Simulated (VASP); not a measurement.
# InSe in VASP: single point with PBE+D3(BJ)

Aim: the single point of InSe with PBE+D3(BJ).

The COD entry that gives the cell may itself be a prediction, so a difference from it is no test against experiment.

All numbers are computed with VASP 6.6.1; they aren't measurements. Logs are shortened: lines on timing, memory, paths and dates and some standing lists are left out, and cuts for length are marked.

## Step 1: The cell of the first run

The cell holds a slab with vacuum, 8 atoms: a = 4.027 Å, b = 4.027 Å, c = 28.271 Å, α = 90.00°, β = 90.00°, γ = 120.00°.

## Step 2: Single point, PBE+D3(BJ)

Contents of INCAR:

```
SYSTEM = InSe
ALGO = Normal
DIPOL = 0.5 0.5 0.415
EDIFF = 1E-7
ENCUT = 520
GGA = PE
IDIPOL = 3
ISIF = 2
ISMEAR = 0
IVDW = 12
LASPH = .TRUE.
LCHARG = .TRUE.
LDIPOL = .TRUE.
LELF = .TRUE.
LREAL = .FALSE.
LVACPOTAV = .TRUE.
LVHAR = .TRUE.
LWAVE = .FALSE.
NBANDS = 48
NELM = 100
PREC = Accurate
SIGMA = 0.05
```

Contents of KPOINTS:

```
k-points
0
G
  9 9 1
  0 0 0
```

Contents of POSCAR:

```
InSe
1.0
    4.0266103640      0.0000000000      0.0000000000
   -2.0133051820      3.4871468663      0.0000000000
    0.0000000000      0.0000000000     28.2707108021
Se In
4 4
Direct
    0.0000000000      0.0000000000      0.1591753399
    0.0000000000      0.0000000000      0.3496677346
    0.2222222222      0.4444444444      0.4808989592
    0.2222222222      0.4444444444      0.6713913539
    0.6666666667      0.3333333333      0.2049979895
    0.6666666667      0.3333333333      0.3038451603
    0.8888888889      0.7777777778      0.5267216088
    0.8888888889      0.7777777778      0.6255687796
```

Potentials or basis: VASP PAW PBE potentials, release 64 (Se, In_d).

The run is started by

```
$ cat potpaw_PBE.64/Se/POTCAR potpaw_PBE.64/In_d/POTCAR > POTCAR
$ mpirun -np 1 vasp_std > vasp.out
```

OUTCAR:

```text
SYSTEM = InSe
   EDIFF = 1E-7
   ENCUT = 520
   GGA = PE
   ISIF = 2
   ISMEAR = 0
   IVDW = 12
   LASPH = .TRUE.
   LREAL = .FALSE.
   NELM = 100
   PREC = Accurate
 IVDW          = 12

 ion  position               nearest neighbor table
   1  0.000  0.000  0.159-   5 2.66   5 2.66   5 2.66
   2  0.000  0.000  0.350-   6 2.66   6 2.66   6 2.66
   3  0.222  0.444  0.481-   7 2.66   7 2.66   7 2.66
   4  0.222  0.444  0.671-   8 2.66   8 2.66   8 2.66
   5  0.667  0.333  0.205-   1 2.66   1 2.66   1 2.66   6 2.79
   6  0.667  0.333  0.304-   2 2.66   2 2.66   2 2.66   5 2.79
   7  0.889  0.778  0.527-   3 2.66   3 2.66   3 2.66   8 2.79
   8  0.889  0.778  0.626-   4 2.66   4 2.66   4 2.66   7 2.79

  LATTYP: Found a hexagonal cell.
 ALAT       =     4.0266103640
 C/A-ratio  =     7.0209700583

  Lattice vectors:

 A1 = (   4.0266103640,   0.0000000000,   0.0000000000)
 A2 = (  -2.0133051820,   3.4871468663,   0.0000000000)
 A3 = (   0.0000000000,   0.0000000000,  28.2707108021)

Analysis of symmetry for initial positions (statically):
=====================================================================
 Subroutine PRICEL returns:
 Original cell was already a primitive cell.

 Routine SETGRP: Setting up the symmetry group for a
 hexagonal supercell.

 Subroutine GETGRP returns: Found  2 space group operations
 (whereof  2 operations were pure point group operations)
 out of a pool of 24 trial point group operations.

The static configuration has the point symmetry C_1h.

Analysis of symmetry for dynamics (positions and initial velocities):
=====================================================================
 Subroutine PRICEL returns:
 Original cell was already a primitive cell.

 Routine SETGRP: Setting up the symmetry group for a
 hexagonal supercell.

 Subroutine GETGRP returns: Found  2 space group operations
 (whereof  2 operations were pure point group operations)
 out of a pool of 24 trial point group operations.

The dynamic configuration has the point symmetry C_1h.

 Subroutine INISYM returns: Found  2 space group operations
 (whereof  2 operations are pure point group operations),
 and found     1 'primitive' translations

----------------------------------------------------------------------------------------

                                     Primitive cell

  volume of cell :     396.9598

  direct lattice vectors                    reciprocal lattice vectors
     4.026610364  0.000000000  0.000000000     0.248347843  0.143383694  0.000000000
    -2.013305182  3.487146866  0.000000000     0.000000000  0.286767388  0.000000000
     0.000000000  0.000000000 28.270710802     0.000000000  0.000000000  0.035372298

  length of vectors
     4.026610364  4.026610364 28.270710802     0.286767388  0.286767388  0.035372298

  position of ions in fractional coordinates (direct lattice)
     0.000000000  0.000000000  0.159175340
     0.000000000  0.000000000  0.349667735
     0.222222222  0.444444444  0.480898959
     0.222222222  0.444444444  0.671391354
     0.666666667  0.333333333  0.204997990
     0.666666667  0.333333333  0.303845160
     0.888888889  0.777777778  0.526721609
     0.888888889  0.777777778  0.625568780

  ion indices of the primitive-cell ions
   primitive index   ion index
                 1           1
                 2           2
                 3           3
                 4           4
                 5           5
                 6           6
                 7           7
                 8           8

----------------------------------------------------------------------------------------

 KPOINTS: k-points

Automatic generation of k-mesh.
 Grid dimensions read from file:
 generate k-points for:    9    9    1

 Generating k-lattice:

  Cartesian coordinates                     Fractional coordinates (reciprocal lattice)
     0.027594205  0.015931522  0.000000000     0.111111111  0.000000000  0.000000000
     0.000000000  0.031863043  0.000000000     0.000000000  0.111111111  0.000000000
     0.000000000  0.000000000  0.035372298     0.000000000  0.000000000  1.000000000

  Length of vectors
     0.031863043  0.031863043  0.035372298

  Shift w.r.t. Gamma in fractional coordinates (k-lattice)
     0.000000000  0.000000000  0.000000000

 Subroutine IBZKPT returns following result:
 ===========================================

 Found     25 irreducible k-points:

 Following reciprocal coordinates:
            Coordinates               Weight
  0.000000  0.000000  0.000000      1.000000
  0.111111 -0.000000  0.000000      4.000000
  0.000000  0.111111  0.000000      2.000000
  0.222222  0.000000  0.000000      4.000000
  0.000000  0.222222  0.000000      2.000000
  0.333333 -0.000000  0.000000      4.000000
[... 16 lines left out ...]
 -0.222222 -0.444444  0.000000      4.000000
  0.444444  0.333333  0.000000      4.000000
   k-points           NKPTS =     25   k-points in BZ     NKDIM =     25   number of bands    NBANDS=     48
   number of dos      NEDOS =    301   number of ions     NIONS =      8
   total plane-waves  NPLWV = 189000
   dimension x,y,z NGX =    30 NGY =   30 NGZ =  210
   dimension x,y,z NGXF=    60 NGYF=   60 NGZF=  420
   ions per type =               4   4
   NGX,Y,Z   is equivalent  to a cutoff of  12.39, 12.39, 12.35 a.u.
   NGXF,Y,Z  is equivalent  to a cutoff of  24.77, 24.77, 24.70 a.u.
 SYSTEM =  InSe
   PREC   = accura    normal or accurate (medium, high low for compatibility)
   ISTART =      0    job   : 0-new  1-cont  2-samecut
   ICHARG =      2    charge: 1-file 2-atom 10-const
   ISPIN  =      1    spin polarized calculation?
   LNONCOLLINEAR =      F non collinear calculations
   LSORBIT =      F    spin-orbit coupling
   LASPH  =      T    aspherical Exc in radial PAW
   ENCUT  =  520.0 eV  38.22 Ry    6.18 a.u.   7.49  7.49 52.56*2*pi/ulx,y,z
   NELM   =    100;   NELMIN=  2; NELMDL= -5     # of ELM steps
   EDIFF  = 0.1E-06   stopping-criterion for ELM
   LREAL  =      F    real-space projection
   EDIFFG = 0.1E-05   stopping-criterion for IOM
   NSW    =      0    number of steps for IOM
   IBRION =     -1    ionic relax: 0-MD 1-quasi-New 2-CG
   NFREE  =      0    steps in history (QN), initial steepest desc. (CG)
   ISIF   =      2    stress and relaxation
   ISYM   =      2    0-nonsym 1-usesym 2-fastsym
   POTIM  = 0.5000    time-step for ionic-motion
   TEBEG  =    0.0;   TEEND  =   0.0 temperature during run
   PSTRESS=    0.0 pullay stress
   NELECT =      76.0000    total number of electrons
   NUPDOWN=      -1.0000    fix difference up-down
   EMIN   =  10.00;   EMAX   =-10.00  energy-range for DOS
   EFERMI =   0.00;   METHOD = LEGACY
   ISMEAR =     0;   SIGMA  =   0.05  broadening in eV -4-tet -1-fermi 0-gaus
   EFERMI_NEDOS =   21; number of points for ismear=-14 and -15
   IALGO  =     38    algorithm
   IMIX   =      4    mixing-type and parameters
     AMIX     =   0.40;   BMIX     =  1.00
     AMIX_MAG =   1.60;   BMIX_MAG =  1.00
  volume/ion in A,a.u.               =      49.62       334.85
  Fermi-wavevector in a.u.,A,eV,Ry     =   0.943548  1.783047 12.113024  0.890282
  Thomas-Fermi vector in A             =   2.071266
   LORBIT       =      0    0 simple, 1 ext, 2 COOP (PROOUT), +10 PAW based schemes
   GGA     = PE    functional components
   LHFCALC =     F    Hartree Fock is set to
   AEXX    =    0.0000 exact exchange contribution
   IVDW    =    12    specifies the selected vdW correction
   LEPSILON=     F    determine dielectric tensor
   LRPA    =     F    only Hartree local field effects (RPA)
 non-spin polarized calculation
 Gauss-broadening in eV      SIGMA  =   0.05
  energy-cutoff  :      520.00
  volume of cell :      396.96
 maximum number of plane-waves:     10749
 NGX is ok and might be reduce to    30
   NGX = 15   NGY = 15   NGZ =105

 dipolmoment           0.000000      0.000000     -0.000000 electrons x Angstroem

 number of electron      75.9999999 magnetization

 dipolmoment           0.000000      0.000000      0.000078 electrons x Angstroem

 Free energy of the ion-electron system (eV)
  ---------------------------------------------------
  ext. energy  EPLUGINS =         0.00000000
  ---------------------------------------------------
  free energy    TOTEN  =       -28.40393091 eV

  energy without entropy =      -28.40393091  energy(sigma->0) =      -28.40393091

 E-fermi :  -0.0656     XC(G=0):  -5.6974

 val. band max:       -0.3000020035   @ k =   0.1111  -0.0000   0.0000
 cond. band min:       0.9608312751   @ k =   0.0000   0.0000   0.0000
 fundamental gap:      1.2608332787
 Fermi energy:        -0.0655769787

 k-point     1 :       0.0000    0.0000    0.0000
  band No.  band energies     occupation
      1     -14.5173      2.00000
      2     -14.5164      2.00000
      3     -14.3341      2.00000
      4     -14.3336      2.00000
      5     -14.3332      2.00000
      6     -14.3329      2.00000
[... 40 lines left out ...]
     47       5.0285      0.00000
     48       5.2130      0.00000

 k-point     2 :       0.1111   -0.0000    0.0000
  band No.  band energies     occupation
      1     -14.5166      2.00000
      2     -14.5158      2.00000
      3     -14.3738      2.00000
      4     -14.3725      2.00000
      5     -14.3320      2.00000
      6     -14.3313      2.00000
[... 40 lines left out ...]
     47       5.0927      0.00000
     48       5.1944      0.00000

 k-point     3 :       0.0000    0.1111    0.0000
  band No.  band energies     occupation
      1     -14.5166      2.00000
      2     -14.5158      2.00000
      3     -14.3735      2.00000
      4     -14.3726      2.00000
      5     -14.3323      2.00000
      6     -14.3312      2.00000
[... 1060 lines left out ...]
     47       5.2816      0.00000
     48       5.3298      0.00000

 k-point    24 :       0.4444    0.3333    0.0000
  band No.  band energies     occupation
      1     -14.6224      2.00000
      2     -14.6201      2.00000
      3     -14.5242      2.00000
      4     -14.5220      2.00000
      5     -14.4603      2.00000
      6     -14.4595      2.00000
[... 40 lines left out ...]
     47       5.2828      0.00000
     48       5.3274      0.00000

 [... further k-points ...]

------------------------ aborting loop because EDIFF is reached ----------------------------------------

 Edisp (eV)   -1.96847

 E8    (eV) :    -0.9230

  FORCE on cell =-STRESS in cart. coord.  units (eV):
  Direction    XX          YY          ZZ          XY          YZ          ZX
  --------------------------------------------------------------------------------------
  -------------------------------------------------------------------------------------
  Total      -0.09073    -0.04732    -0.44782     0.00000     0.07683     0.00000
  in kB      -0.36621    -0.19099    -1.80744     0.00000     0.31008     0.00000
  external pressure =       -0.79 kB  Pullay stress =        0.00 kB

 VOLUME and BASIS-vectors are now :
 -----------------------------------------------------------------------------
  energy-cutoff  :      520.00
  volume of cell :      396.96
      direct lattice vectors                 reciprocal lattice vectors
     4.026610364  0.000000000  0.000000000     0.248347843  0.143383694  0.000000000
    -2.013305182  3.487146866  0.000000000     0.000000000  0.286767388  0.000000000
     0.000000000  0.000000000 28.270710802     0.000000000  0.000000000  0.035372298

 POSITION                                       TOTAL-FORCE (eV/Angst)
 -----------------------------------------------------------------------------------
      0.00000      0.00000      4.50000        -0.000000     -0.000788     -0.012392
      0.00000      0.00000      9.88536         0.000000     -0.019228      0.072593
      0.00000      1.54984     13.59536         0.000000      0.015515     -0.073022
      0.00000      1.54984     18.98071        -0.000000      0.000262      0.012266
      2.01331      1.16238      5.79544        -0.000000     -0.001821      0.014730
      2.01331      1.16238      8.58992        -0.000000      0.004326      0.018651
      2.01331      2.71223     14.89079        -0.000000      0.000821     -0.017733
      2.01331      2.71223     17.68527        -0.000000      0.000913     -0.015093
 -----------------------------------------------------------------------------------
    total drift:                               -0.000001      0.000264     -0.000187

  FREE ENERGIE OF THE ION-ELECTRON SYSTEM (eV)
  ---------------------------------------------------
  free  energy   TOTEN  =       -30.3724019515 eV

  energy  without entropy=      -30.3724019515  energy(sigma->0) =      -30.37240195

 vacuum level on the upper side and lower side of the slab         5.490         5.489
```

Wall time 14 min (1 thread of AMD EPYC 7R43 (Zen 3), shared host); peak memory 0.61 GiB.

Results:

```yaml
Free_energy: -30.3724 eV
Largest_force: 0.075 eV/Å
Band_gap_on_the_k_mesh: 1.26 eV, indirect (least direct gap 1.30 eV)
Dispersion_energy_per_atom: -0.246 eV
```

Forces on the atoms (eV/Å):
```
Se   0.000 -0.001 -0.012
Se   0.000 -0.019  0.073
Se   0.000  0.016 -0.073
Se   0.000  0.000  0.012
In   0.000 -0.002  0.015
In   0.000  0.004  0.019
In   0.000  0.001 -0.018
In   0.000  0.001 -0.015
```

Levels at points of the mesh, in eV from the valence-band top:
```tsv
k point	band 36	band 37	band 38	band 39	band 40	band 41
(0.00, 0.00, 0.00)	-0.57	-0.52	-0.04	1.26	1.68	2.62
```

Caveat: spin-orbit coupling is left out, which moves the levels of the heavy elements.
